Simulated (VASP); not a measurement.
A run of VASP 6.6.1:

INCAR

```
PREC = Accurate ; ENCUT = 520
EDIFF = 1E-6 ; ISMEAR = 0
SIGMA = 0.1 ; LREAL = F
LASPH = T ; NELM = 100
ALGO = Normal ; ISIF = 2
LWAVE = F ; LCHARG = T
GGA = PE ; LELF = T
LVHAR = T ; NBANDS = 13
```

KPOINTS

```
Automatic mesh
0
Gamma
  18 18 18
```

POSCAR

```
Mo
1.0
   -1.5734150000      1.5734150000      1.5734150000
    1.5734150000     -1.5734150000      1.5734150000
    1.5734150000      1.5734150000     -1.5734150000
Mo
1
Direct
    0.0000000000      0.0000000000      0.0000000000
```

Potentials or basis: VASP PAW PBE potentials, release 64 (Mo_sv).

The run is started by

```bash
$ cat potpaw_PBE.64/Mo_sv/POTCAR > POTCAR
$ mpirun -np 1 vasp_std > vasp.out
```

Hardware: 1 thread of Intel(R) Xeon(R) Platinum 8488C (Sapphire Rapids), with other jobs on the host.

**Question.** Estimate the wall time of this run.

**Answer.** Run time: 14 s on 1 thread of Intel(R) Xeon(R) Platinum 8488C (Sapphire Rapids), with other jobs on the host, peak memory 0.15 GiB. Counts: scf iterations 11, k points 195.
